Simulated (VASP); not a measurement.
Write the native input for VASP 6.6.1 that does the following.

* Task: single point
* Functional: PBE
* Potentials or basis: VASP PAW PBE potentials, release 64 (Na_pv, F)
* Cutoff: 520 eV
* k mesh: 8 × 8 × 8
* Occupations: gaussian, width 0.02 eV
* Spin: no spin polarisation
* Dipole correction: no
* Further INCAR settings: ALGO = Normal; EDIFF = 1e-06; NBANDS = 14

The structure of NaF lies in POSCAR:

```
NaF
1.0
    0.0000000000      2.3730101266      2.3730101266
    2.3730101266      0.0000000000      2.3730101266
    2.3730101266      2.3730101266      0.0000000000
Na F
1 1
Direct
    0.0000000000      0.0000000000      0.0000000000
    0.5000000000      0.5000000000      0.5000000000
```

This cell differs from its parent crystal: volume scaled by 1.03.

The input as run:

INCAR

```
SYSTEM = NaF
  ALGO = Normal
  EDIFF = 1E-6
  ENCUT = 520
  GGA = PE
  ISIF = 2
  ISMEAR = 0
  LASPH = .TRUE.
  LCHARG = .FALSE.
  LREAL = .FALSE.
  LWAVE = .FALSE.
  NBANDS = 14
  NELM = 60
  PREC = Accurate
  SIGMA = 0.02
```

KPOINTS

```
k-points
0
G
  8 8 8
  0 0 0
```

Potentials or basis: VASP PAW PBE potentials, release 64 (Na_pv, F).

Run with:

```bash
$ cat potpaw_PBE.64/Na_pv/POTCAR potpaw_PBE.64/F/POTCAR > POTCAR
$ mpirun -np 1 vasp_std > vasp.out
```

Results of the run:

| Item | Value |
| --- | --- |
| Pressure | -1.4 GPa |
| Band gap on the k mesh | 5.93 eV, direct |

It took 12 s on 1 thread of AMD EPYC 7R13 Processor (Zen 3) (shared host), peak memory 0.12 GiB.
